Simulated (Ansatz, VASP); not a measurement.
# TaN in VASP and in Ansatz

```
Ta N
1.0
     2.89060    0.00000    0.00000
    -1.44530    2.50334    0.00000
     0.00000    0.00000    2.97832
Ta N
1 1
Direct
  0.33333 0.66667 0.50000
  0.00000 0.00000 0.00000
```

Alike in both runs: task single point; functional PBEsol; k mesh 24 × 24 × 18; occupations gaussian, width 0.15 eV; no spin polarisation.

|  | VASP | Ansatz |
| --- | --- | --- |
| version | VASP 6.6.1 | Ansatz 0.2.0 |
| potentials or method | VASP PAW PBE potentials, release 64 (Ta_pv, N), cutoff 520 eV | scalar-relativistic, plane waves, PAW |
| valence electrons in the cell | 16 | 18 |

VASP gave:

| Quantity | Value |
| --- | --- |
| gap on the k mesh at the Fermi level (eV) | none |
| pressure (GPa) | -4.9 |
| traceless stress, the component that is largest in VASP (GPa) | -20.46 |

Problem. What did Ansatz give for the same quantities?

Solution. gap on the k mesh at the Fermi level (eV): none; pressure (GPa): -5.7; traceless stress, the component that is largest in VASP (GPa): -20.57.

VASP's potentials were made for PBE, not for PBEsol. A gap of «none» marks a metal or a gap that the smearing closes. The functional is the same, so the differences come from potentials, cutoffs and numerics. VASP's potentials hold 16 valence electrons a cell and Ansatz's 18, so a difference there can come from the potentials and not from the codes.

Neither program's run includes spin-orbit coupling.
